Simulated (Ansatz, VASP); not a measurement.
# One calculation of Re, two programs

```xyz
2
Lattice="2.7392 0.0000 0.0000 -1.3696 2.3722 0.0000 0.0000 0.0000 4.4119" Properties=species:S:1:pos:R:3 pbc="T T T"
Re    0.0000    1.5815    1.1030
Re    1.3696    0.7907    3.3089
```

Alike in both runs: task single point; functional LDA; k mesh 13 × 13 × 7; no spin polarisation.

```csv
,VASP,Ansatz
version,VASP 6.6.1,Ansatz 0.2.0
potentials or method,"VASP PAW LDA potentials, release 64 (Re), cutoff 600 eV","plane waves (420 eV) with PAW, scalar-relativistic"
occupations,"methfessel-paxton of order 1, width 0.6 eV","cold, width 0.6 eV"
valence electrons in the cell,14,30
```

|  | VASP | Ansatz | Ansatz less VASP |
| --- | --- | --- | --- |
| pressure (GPa) | 1.5 | -0.5 | -1.98 |
| traceless stress, the component that is largest in VASP (GPa) | -0.05 | 0.24 | +0.285 |

Ansatz warns that its potentials were made for another functional, while VASP's fit it. LDA's correlation is that of Perdew and Zunger in VASP and of Perdew and Wang (1992) in Ansatz. VASP's potentials hold 14 valence electrons a cell and Ansatz's 30, so a difference there can come from the potentials and not from the codes.

Neither program's run includes spin-orbit coupling.
